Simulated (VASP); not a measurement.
A run of VASP 6.6.1:

Contents of INCAR:

```
  PREC = Accurate
  ENCUT = 600
  EDIFF = 1E-6
  ISMEAR = 0
  SIGMA = 0.1
  LREAL = False
  LASPH = True
  NELM = 60
  ALGO = Normal
  ISIF = 3
  LWAVE = False
  LCHARG = False
  GGA = CA
  IBRION = 2
  NSW = 100
  EDIFFG = -0.002
  PSTRESS = 500.0
```

Contents of KPOINTS:

```
Automatic mesh
0
Gamma
  20 20 20
```

The input POSCAR:

```
Mg
1.0
   -1.4894179232      1.4894179232      1.4894179232
    1.4894179232     -1.4894179232      1.4894179232
    1.4894179232      1.4894179232     -1.4894179232
Mg
1
Direct
    0.0000000000      0.0000000000      0.0000000000
```

Potentials or basis: VASP PAW LDA potentials, release 64 (Mg).

Launch:

```bash
$ cat potpaw_LDA.64/Mg/POTCAR > POTCAR
$ mpirun -np 1 vasp_std > vasp.out
```

Hardware: 1 thread of Intel(R) Xeon(R) 6975P-C (Granite Rapids) (shared host).

Q: How long does it take, and how much memory?

A: Run time: 8.3 s on 1 thread of Intel(R) Xeon(R) 6975P-C (Granite Rapids) (shared host), peak memory 0.14 GiB. Counts: scf iterations 16, k points 256, ion steps 3.
